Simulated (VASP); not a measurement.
# Sn4Se3 (P6/mmm) in VASP: notebook

The runs below take Sn4Se3 through single point, with PBE.

All numbers are computed with VASP 6.6.1; they aren't measurements. Logs are shortened: lines on timing, memory, paths and dates and some standing lists are left out, and cuts for length are marked.

### 1 The cell of the first run

Symmetry: P6/mmm, No. 191, hexagonal system. The conventional cell has a = 5.979 Å, b = 5.979 Å, c = 5.786 Å, α = 90.00°, β = 90.00°, γ = 120.00°. Within 3.8 Å of Sn (site symmetry 6mm) lie 8 Sn at 2.84 to 3.73 Å and 6 Se at 3.33 Å. Sn (site symmetry -6m2) has 6 Se at 3.37 Å and 9 Sn at 3.45 to 3.73 Å within 4.4 Å. Within 3.9 Å of Se (site symmetry mmm) lie 4 Se at 2.99 Å and 8 Sn at 3.33 to 3.37 Å.

The cell was built from a structure type or drawn by symmetry, and may not be a known phase.

### 2 Single point, PBE

Contents of INCAR:

```
SYSTEM = Sn4Se3
  ALGO = Normal
  EDIFF = 1E-6
  ENCUT = 500
  GGA = PE
  GGA_COMPAT = .False.
  ISIF = 2
  ISMEAR = 0
  LASPH = .True.
  LCHARG = .False.
  LREAL = .False.
  LWAVE = .False.
  NBANDS = 46
  NELM = 120
  PREC = Accurate
  SIGMA = 0.2
```

Contents of KPOINTS:

```
k-points
0
Gamma
  3 3 3
  0 0 0
```

Contents of POSCAR:

```
Sn4Se3
1.0
    5.9790168803     -0.0000000028      0.0000000000
   -2.9895084377      5.1779805094      0.0000000000
    0.0000000000      0.0000000000      5.7861876665
Sn Se
4 3
Direct
    0.0000000000      0.0000000000      0.2542538220
    0.0000000000      0.0000000000      0.7457461780
    0.3333333333      0.6666666667      0.5000000000
    0.6666666667      0.3333333333      0.5000000000
    0.5000000000      0.0000000000      0.0000000000
    0.0000000000      0.5000000000      0.0000000000
    0.5000000000      0.5000000000      0.0000000000
```

Potentials or basis: VASP PAW PBE potentials, release 64 (Sn_d, Se).

Launch:

```sh
$ cat potpaw_PBE.64/Sn_d/POTCAR potpaw_PBE.64/Se/POTCAR > POTCAR
$ mpirun -np 1 vasp_std > vasp.out
```

OUTCAR:

```text
SYSTEM = Sn4Se3
   EDIFF = 1E-6
   ENCUT = 500
   GGA = PE
   ISIF = 2
   ISMEAR = 0
   LASPH = .True.
   LREAL = .False.
   NELM = 120
   PREC = Accurate

 ion  position               nearest neighbor table
   1  0.000  0.000  0.254-   2 2.84   2 2.94   4 3.73   3 3.73   3 3.73   4 3.73   4 3.73   3 3.73

   2  0.000  0.000  0.746-   1 2.84   1 2.94   3 3.73   4 3.73   3 3.73   4 3.73   4 3.73   3 3.73

   3  0.333  0.667  0.500-   4 3.45   4 3.45   4 3.45   1 3.73   2 3.73   2 3.73   1 3.73   2 3.73
                             1 3.73
   4  0.667  0.333  0.500-   3 3.45   3 3.45   3 3.45   1 3.73   2 3.73   1 3.73   2 3.73   1 3.73
                             2 3.73
   5  0.500  0.000  0.000-
   6  0.000  0.500  0.000-
   7  0.500  0.500  0.000-

  LATTYP: Found a hexagonal cell.
 ALAT       =     5.9790168803
 C/A-ratio  =     0.9677490100

  Lattice vectors:

 A1 = (   5.9790168803,  -0.0000000028,   0.0000000000)
 A2 = (  -2.9895084377,   5.1779805094,   0.0000000000)
 A3 = (   0.0000000000,   0.0000000000,   5.7861876665)

Analysis of symmetry for initial positions (statically):
=====================================================================
 Subroutine PRICEL returns:
 Original cell was already a primitive cell.

 Routine SETGRP: Setting up the symmetry group for a
 hexagonal supercell.

 Subroutine GETGRP returns: Found 24 space group operations
 (whereof 24 operations were pure point group operations)
 out of a pool of 24 trial point group operations.

The static configuration has the point symmetry D_6h.

Analysis of symmetry for dynamics (positions and initial velocities):
=====================================================================
 Subroutine PRICEL returns:
 Original cell was already a primitive cell.

 Routine SETGRP: Setting up the symmetry group for a
 hexagonal supercell.

 Subroutine GETGRP returns: Found 24 space group operations
 (whereof 24 operations were pure point group operations)
 out of a pool of 24 trial point group operations.

The dynamic configuration has the point symmetry D_6h.

 Subroutine INISYM returns: Found 24 space group operations
 (whereof 24 operations are pure point group operations),
 and found     1 'primitive' translations

----------------------------------------------------------------------------------------

                                     Primitive cell

  volume of cell :     179.1359

  direct lattice vectors                    reciprocal lattice vectors
     5.979016880 -0.000000003  0.000000000     0.167251577  0.096562743  0.000000000
    -2.989508438  5.177980509  0.000000000     0.000000000  0.193125486  0.000000000
     0.000000000  0.000000000  5.786187667     0.000000000  0.000000000  0.172825366

  length of vectors
     5.979016880  5.979016880  5.786187667     0.193125486  0.193125486  0.172825366

  position of ions in fractional coordinates (direct lattice)
     0.000000000  0.000000000  0.254253822
     0.000000000  0.000000000  0.745746178
     0.333333333  0.666666667  0.500000000
     0.666666667  0.333333333  0.500000000
     0.500000000  0.000000000  0.000000000
     0.000000000  0.500000000  0.000000000
     0.500000000  0.500000000  0.000000000

  ion indices of the primitive-cell ions
   primitive index   ion index
                 1           1
                 2           2
                 3           3
                 4           4
                 5           5
                 6           6
                 7           7

----------------------------------------------------------------------------------------

 KPOINTS: k-points

Automatic generation of k-mesh.
 Grid dimensions read from file:
 generate k-points for:    3    3    3

 Generating k-lattice:

  Cartesian coordinates                     Fractional coordinates (reciprocal lattice)
     0.055750526  0.032187581  0.000000000     0.333333333  0.000000000  0.000000000
     0.000000000  0.064375162  0.000000000     0.000000000  0.333333333  0.000000000
     0.000000000  0.000000000  0.057608455     0.000000000  0.000000000  0.333333333

  Length of vectors
     0.064375162  0.064375162  0.057608455

  Shift w.r.t. Gamma in fractional coordinates (k-lattice)
     0.000000000  0.000000000  0.000000000

 Subroutine IBZKPT returns following result:
 ===========================================

 Found      6 irreducible k-points:

 Following reciprocal coordinates:
            Coordinates               Weight
  0.000000  0.000000  0.000000      1.000000
  0.333333 -0.000000  0.000000      6.000000
  0.333333  0.333333  0.000000      2.000000
  0.000000  0.000000  0.333333      2.000000
  0.333333 -0.000000  0.333333     12.000000
  0.333333  0.333333  0.333333      4.000000
   k-points           NKPTS =      6   k-points in BZ     NKDIM =      6   number of bands    NBANDS=     46
   number of dos      NEDOS =    301   number of ions     NIONS =      7
   total plane-waves  NPLWV =  96768
   dimension x,y,z NGX =    48 NGY =   48 NGZ =   42
   dimension x,y,z NGXF=    96 NGYF=   96 NGZF=   84
   ions per type =               4   3
   NGX,Y,Z   is equivalent  to a cutoff of  13.35, 13.35, 12.07 a.u.
   NGXF,Y,Z  is equivalent  to a cutoff of  26.69, 26.69, 24.13 a.u.
 SYSTEM =  Sn4Se3
   PREC   = accura    normal or accurate (medium, high low for compatibility)
   ISTART =      0    job   : 0-new  1-cont  2-samecut
   ICHARG =      2    charge: 1-file 2-atom 10-const
   ISPIN  =      1    spin polarized calculation?
   LNONCOLLINEAR =      F non collinear calculations
   LSORBIT =      F    spin-orbit coupling
   LASPH  =      T    aspherical Exc in radial PAW
   ENCUT  =  500.0 eV  36.75 Ry    6.06 a.u.  10.90 10.90 10.55*2*pi/ulx,y,z
   NELM   =    120;   NELMIN=  2; NELMDL= -5     # of ELM steps
   EDIFF  = 0.1E-05   stopping-criterion for ELM
   LREAL  =      F    real-space projection
   EDIFFG = 0.1E-04   stopping-criterion for IOM
   NSW    =      0    number of steps for IOM
   IBRION =     -1    ionic relax: 0-MD 1-quasi-New 2-CG
   NFREE  =      0    steps in history (QN), initial steepest desc. (CG)
   ISIF   =      2    stress and relaxation
   ISYM   =      2    0-nonsym 1-usesym 2-fastsym
   POTIM  = 0.5000    time-step for ionic-motion
   TEBEG  =    0.0;   TEEND  =   0.0 temperature during run
   PSTRESS=    0.0 pullay stress
   NELECT =      74.0000    total number of electrons
   NUPDOWN=      -1.0000    fix difference up-down
   EMIN   =  10.00;   EMAX   =-10.00  energy-range for DOS
   EFERMI =   0.00;   METHOD = LEGACY
   ISMEAR =     0;   SIGMA  =   0.20  broadening in eV -4-tet -1-fermi 0-gaus
   EFERMI_NEDOS =   21; number of points for ismear=-14 and -15
   IALGO  =     38    algorithm
   IMIX   =      4    mixing-type and parameters
     AMIX     =   0.40;   BMIX     =  1.00
     AMIX_MAG =   1.60;   BMIX_MAG =  1.00
  volume/ion in A,a.u.               =      25.59       172.70
  Fermi-wavevector in a.u.,A,eV,Ry     =   1.219246  2.304040 20.225872  1.486560
  Thomas-Fermi vector in A             =   2.354504
   LORBIT       =      0    0 simple, 1 ext, 2 COOP (PROOUT), +10 PAW based schemes
   GGA     = PE    functional components
   LHFCALC =     F    Hartree Fock is set to
   AEXX    =    0.0000 exact exchange contribution
   IVDW    =     0    specifies the selected vdW correction
   LEPSILON=     F    determine dielectric tensor
   LRPA    =     F    only Hartree local field effects (RPA)
 non-spin polarized calculation
 Gauss-broadening in eV      SIGMA  =   0.20
  energy-cutoff  :      500.00
  volume of cell :      179.14
 maximum number of plane-waves:      4563
 NGX is ok and might be reduce to    48
   NGX = 21   NGY = 21   NGZ = 21

 number of electron      74.0000017 magnetization

 Free energy of the ion-electron system (eV)
  ---------------------------------------------------
  ext. energy  EPLUGINS =         0.00000000
  ---------------------------------------------------
  free energy    TOTEN  =       -24.75490629 eV

  energy without entropy =      -24.70571955  energy(sigma->0) =      -24.73031292

 E-fermi :   6.5884     XC(G=0): -10.1686

 val. band max:        6.4552595556   @ k =   0.0000   0.0000   0.0000
 cond. band min:       6.6799823981   @ k =   0.3333   0.3333   0.0000
 fundamental gap:      0.2247228425
 Fermi energy:         6.5883888172

 k-point     1 :       0.0000    0.0000    0.0000
  band No.  band energies     occupation
      1     -15.3769      2.00000
      2     -15.1796      2.00000
      3     -15.1599      2.00000
      4     -15.1599      2.00000
      5     -15.1530      2.00000
      6     -15.1530      2.00000
[... 38 lines left out ...]
     45      10.5831      0.00000
     46      12.1029      0.00000

 k-point     2 :       0.3333   -0.0000    0.0000
  band No.  band energies     occupation
      1     -15.3768      2.00000
      2     -15.1835      2.00000
      3     -15.1613      2.00000
      4     -15.1510      2.00000
      5     -15.1507      2.00000
      6     -15.1460      2.00000
[... 38 lines left out ...]
     45       9.6379      0.00000
     46      10.5426      0.00000

 k-point     3 :       0.3333    0.3333    0.0000
  band No.  band energies     occupation
      1     -15.3767      2.00000
      2     -15.1706      2.00000
      3     -15.1706      2.00000
      4     -15.1516      2.00000
      5     -15.1504      2.00000
      6     -15.1504      2.00000
[... 38 lines left out ...]
     45      10.0259      0.00000
     46      10.0259      0.00000

 k-point     4 :       0.0000    0.0000    0.3333
  band No.  band energies     occupation
      1     -15.2449      2.00000
      2     -15.1782      2.00000
      3     -15.1544      2.00000
      4     -15.1544      2.00000
      5     -15.1318      2.00000
      6     -15.1235      2.00000
[... 38 lines left out ...]
     45       9.8848      0.00000
     46      12.0377      0.00000

 k-point     5 :       0.3333   -0.0000    0.3333
  band No.  band energies     occupation
      1     -15.2450      2.00000
      2     -15.1757      2.00000
      3     -15.1516      2.00000
      4     -15.1504      2.00000
      5     -15.1450      2.00000
      6     -15.1289      2.00000
[... 38 lines left out ...]
     45       9.7052      0.00000
     46       9.8026      0.00000

 k-point     6 :       0.3333    0.3333    0.3333
  band No.  band energies     occupation
      1     -15.2451      2.00000
      2     -15.1646      2.00000
      3     -15.1646      2.00000
      4     -15.1522      2.00000
      5     -15.1370      2.00000
      6     -15.1370      2.00000
[... 38 lines left out ...]
     45      10.0769      0.00000
     46      10.0769      0.00000

------------------------ aborting loop because EDIFF is reached ----------------------------------------

  FORCE on cell =-STRESS in cart. coord.  units (eV):
  Direction    XX          YY          ZZ          XY          YZ          ZX
  --------------------------------------------------------------------------------------
  -------------------------------------------------------------------------------------
  Total       -0.0335830     -0.0335830     -0.0642612     -0.0000000      0.0000000      0.0000000
  in kB       -0.3003641     -0.3003641     -0.5747468     -0.0000000      0.0000000      0.0000000
  external PRESSURE =      -0.3918250 kB  Pullay stress =       0.0000000 kB

 VOLUME and BASIS-vectors are now :
 -----------------------------------------------------------------------------
  energy-cutoff  :      500.00
  volume of cell :      179.14
      direct lattice vectors                 reciprocal lattice vectors
     5.979016880 -0.000000003  0.000000000     0.167251577  0.096562743  0.000000000
    -2.989508438  5.177980509  0.000000000     0.000000000  0.193125486  0.000000000
     0.000000000  0.000000000  5.786187667     0.000000000  0.000000000  0.172825366

 POSITION                                       TOTAL-FORCE (eV/Angst)
 -----------------------------------------------------------------------------------
      0.00000      0.00000      1.47116         0.000000      0.000000      0.001551
      0.00000      0.00000      4.31503        -0.000000     -0.000000     -0.001551
      0.00000      3.45199      2.89309         0.000000     -0.000000     -0.000000
      2.98951      1.72599      2.89309        -0.000000     -0.000000     -0.000000
      2.98951     -0.00000      0.00000         0.000000      0.000000     -0.000000
     -1.49475      2.58899      0.00000         0.000000      0.000000     -0.000000
      1.49475      2.58899      0.00000         0.000000      0.000000     -0.000000
 -----------------------------------------------------------------------------------
    total drift:                                0.000000      0.000000      0.000000

  FREE ENERGIE OF THE ION-ELECTRON SYSTEM (eV)
  ---------------------------------------------------
  free  energy   TOTEN  =       -24.7549062946 eV

  energy  without entropy=      -24.7057195549  energy(sigma->0) =      -24.73031292
```

It took 36 s on 1 thread of AMD EPYC 9R45 (Zen 5), shared host; peak memory 0.27 GiB.

What came out:

```
Free energy            : -24.7549 eV
Pressure               : 0.0 GPa
Band gap on the k mesh : zero (bands 37 and 38 overlap by 0.93 eV)
```

Caveat: the k points lie up to 0.40 Å⁻¹ apart, too coarse for converged energies and pressures of a metal; spin-orbit coupling is left out, which moves the levels of the heavy elements.

### 3 Single point, PBE

This run uses another cell than the first one, of 28.63 Å³/atom.

Contents of INCAR:

```
  PREC = Accurate
  ENCUT = 500
  EDIFF = 1E-6
  ISMEAR = 0
  SIGMA = 0.2
  LREAL = False
  LASPH = True
  NELM = 120
  ALGO = Normal
  ISIF = 2
  LWAVE = False
  LCHARG = False
  GGA = PE
  NBANDS = 46
  GGA_COMPAT = False
```

Contents of KPOINTS:

```
Automatic mesh
0
Gamma
  3 3 3
```

Contents of POSCAR:

```
Sn4Se3
1.0
    6.3805078800      0.0000000000      0.0000000000
   -3.1902539400      5.5256819131      0.0000000000
    0.0000000000      0.0000000000      5.6846641904
Sn Se
4 3
Direct
    0.5000000000      0.0000000000      0.5000000000
    0.0000000000      0.5000000000      0.5000000000
    0.5000000000      0.5000000000      0.5000000000
    0.0000000000      0.0000000000      0.5000000000
    0.5000000000      0.0000000000      0.0000000000
    0.0000000000      0.5000000000      0.0000000000
    0.5000000000      0.5000000000      0.0000000000
```

Potentials or basis: VASP PAW PBE potentials, release 64 (Sn_d, Se).

Launch:

```sh
$ cat potpaw_PBE.64/Sn_d/POTCAR potpaw_PBE.64/Se/POTCAR > POTCAR
$ mpirun -np 1 vasp_std > vasp.out
```

OUTCAR:

```text
PREC = Accurate
   ENCUT = 500
   EDIFF = 1E-6
   ISMEAR = 0
   LREAL = False
   LASPH = True
   NELM = 120
   ISIF = 2
   GGA = PE

 ion  position               nearest neighbor table
   1  0.500  0.000  0.500-   5 2.84   5 2.84   2 3.19   3 3.19   3 3.19   2 3.19   4 3.19   4 3.19

   2  0.000  0.500  0.500-   6 2.84   6 2.84   1 3.19   4 3.19   4 3.19   1 3.19   3 3.19   3 3.19

   3  0.500  0.500  0.500-   7 2.84   7 2.84   1 3.19   4 3.19   1 3.19   4 3.19   2 3.19   2 3.19

   4  0.000  0.000  0.500-   2 3.19   3 3.19   2 3.19   3 3.19   1 3.19   1 3.19
   5  0.500  0.000  0.000-   1 2.84   1 2.84
   6  0.000  0.500  0.000-   2 2.84   2 2.84
   7  0.500  0.500  0.000-   3 2.84   3 2.84

  LATTYP: Found a hexagonal cell.
 ALAT       =     6.3805078800
 C/A-ratio  =     0.8909422725

  Lattice vectors:

 A1 = (   6.3805078800,   0.0000000000,   0.0000000000)
 A2 = (  -3.1902539400,   5.5256819131,   0.0000000000)
 A3 = (   0.0000000000,   0.0000000000,   5.6846641904)

Analysis of symmetry for initial positions (statically):
[... 169 lines left out ...]
 fundamental gap:      0.2549541215
 Fermi energy:         5.0089919132

 k-point     1 :       0.0000    0.0000    0.0000
  band No.  band energies     occupation
      1     -16.9595      2.00000
      2     -16.8909      2.00000
      3     -16.8909      2.00000
      4     -16.7931      2.00000
      5     -16.7931      2.00000
      6     -16.4318      2.00000
[... 283 lines left out ...]
     45       8.6162      0.00000
     46       8.6164      0.00000

------------------------ aborting loop because EDIFF is reached ----------------------------------------

  FORCE on cell =-STRESS in cart. coord.  units (eV):
  Direction    XX          YY          ZZ          XY          YZ          ZX
  --------------------------------------------------------------------------------------
  -------------------------------------------------------------------------------------
  Total        0.5538150      0.5538150      1.0208284      0.0000000      0.0000000      0.0000000
  in kB        4.4272021      4.4272021      8.1605114      0.0000000      0.0000000      0.0000000
  external PRESSURE =       5.6716385 kB  Pullay stress =       0.0000000 kB

 VOLUME and BASIS-vectors are now :
 -----------------------------------------------------------------------------
  energy-cutoff  :      500.00
  volume of cell :      200.42
      direct lattice vectors                 reciprocal lattice vectors
     6.380507880  0.000000000  0.000000000     0.156727336  0.090486569  0.000000000
    -3.190253940  5.525681913  0.000000000     0.000000000  0.180973139  0.000000000
     0.000000000  0.000000000  5.684664190     0.000000000  0.000000000  0.175911886

 POSITION                                       TOTAL-FORCE (eV/Angst)
 -----------------------------------------------------------------------------------
      3.19025      0.00000      2.84233        -0.000000      0.000000      0.000000
     -1.59513      2.76284      2.84233         0.000000      0.000000      0.000000
      1.59513      2.76284      2.84233        -0.000000      0.000000      0.000000
      0.00000      0.00000      2.84233         0.000000      0.000000      0.000000
      3.19025      0.00000      0.00000         0.000000      0.000000      0.000000
     -1.59513      2.76284      0.00000         0.000000      0.000000      0.000000
      1.59513      2.76284      0.00000         0.000000      0.000000      0.000000
 -----------------------------------------------------------------------------------
    total drift:                                0.000000      0.000000     -0.000000

  FREE ENERGIE OF THE ION-ELECTRON SYSTEM (eV)
  ---------------------------------------------------
  free  energy   TOTEN  =       -25.0171183582 eV

  energy  without entropy=      -24.9336058593  energy(sigma->0) =      -24.97536211
```

stdout:

```text
POSCAR found type information on POSCAR SnSe
 POSCAR found :  2 types and       7 ions
 scaLAPACK will be used
 LDA part: xc-table for (Slater+PW92), standard interpolation
 POSCAR, INCAR and KPOINTS ok, starting setup
 FFT: planning ... GRIDC
 FFT: planning ... GRID_SOFT
 FFT: planning ... GRID
 WAVECAR not read
 entering main loop
```

Run time: 40 s. Hardware: 1 thread of AMD EPYC 9R45 (Zen 5), shared host; peak memory 0.27 GiB.

Results:

* Free energy: -25.0171 eV
* Pressure: 0.6 GPa
* Band gap on the k mesh: zero (bands 37 and 38 overlap by 0.73 eV)

Levels at points of the mesh, in eV from the Fermi level:
```tsv
k point	band 33	band 34	band 35	band 36	band 37	band 38	band 39	band 40	band 41	band 42
(0.00, 0.00, 0.00)	-3.09	-2.34	-1.71	-1.71	0.80	0.92	1.55	1.55	3.81	4.49
```

Caveat: the k points lie up to 0.38 Å⁻¹ apart, too coarse for converged energies and pressures of a metal; semilocal functionals underestimate gaps, so a narrow gap can read as zero; spin-orbit coupling is left out, which moves the levels of the heavy elements.
